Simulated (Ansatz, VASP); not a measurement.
Au: VASP beside Ansatz

The input INCAR:

```
PREC     = Accurate       # precision mode
ENCUT    = 520            # plane-wave cutoff, eV
EDIFF    = 1E-6           # SCF threshold, eV
ISMEAR   = 0              # smearing method
SIGMA    = 0.1            # smearing width, eV
LREAL    = False          # projectors in reciprocal space
LASPH    = True           # aspherical terms in the spheres
NELM     = 100            # most SCF steps
ALGO     = Fast           # electronic algorithm
ISIF     = 2              # what is computed and relaxed
LWAVE    = False          # write WAVECAR
LCHARG   = False          # write CHGCAR
GGA      = PE             # functional
NBANDS   = 18             # bands
```

File KPOINTS:

```
regular mesh
0
Gamma
  16 16 8
```

Contents of POSCAR:

```
Au
1.0
    1.4113099650     -2.5559330250      0.0000000000
    1.4113099650      2.5559330250      0.0000000000
    0.0000000000      0.0000000000      4.8931696100
Au
2
Direct
    0.6653279700      0.3346720300      0.2500000000
    0.3346720300      0.6653279700      0.7500000000
```

Input for Ansatz:

```yaml
crystal:
  lattice:
    - [1.411309965, -2.555933025, 0.0]
    - [1.411309965, 2.555933025, 0.0]
    - [0.0, 0.0, 4.89316961]
  atoms:
    - { symbol: Au, position: [0.66532797, 0.33467203, 0.25] }
    - { symbol: Au, position: [0.33467203, 0.66532797, 0.75] }
basis:
  ecutwfc: 420
kpoints:
  mp_grid: { grid: [16, 16, 8] }
hamiltonian:
  xc: pbe
scf:
  occupations: { method: gaussian, width: 0.1 }
output:
  forces: true
  stress: true
  eigenvalues: true
```

Alike in both runs: task single point; functional PBE; k mesh 16 × 16 × 8; occupations gaussian, width 0.1 eV; no spin polarisation.

|  | VASP | Ansatz |
| --- | --- | --- |
| version | VASP 6.6.1 | Ansatz 0.2.0 |
| potentials or method | VASP PAW PBE potentials, release 64 (Au), cutoff 520 eV | scalar-relativistic, plane waves, PAW |
| valence electrons in the cell | 22 | 38 |

Ansatz gave:

```
gap on the k mesh at the Fermi level (eV)                     : none
pressure (GPa)                                                : 3.2
traceless stress, the component that is largest in VASP (GPa) : 1.35
rms of the force components (eV/Å)                            : 0.009
```

Q: Estimate VASP's values.

A: gap on the k mesh at the Fermi level (eV): none; pressure (GPa): 3.0; traceless stress, the component that is largest in VASP (GPa): 1.33; rms of the force components (eV/Å): 0.009.

Atom by atom the forces differ by 0.000 eV/Å (rms over components). A gap of «none» marks a metal or a gap that the smearing closes. VASP's potentials hold 22 valence electrons a cell and Ansatz's 38, so a difference there can come from the potentials and not from the codes.

Spin-orbit coupling is off throughout.
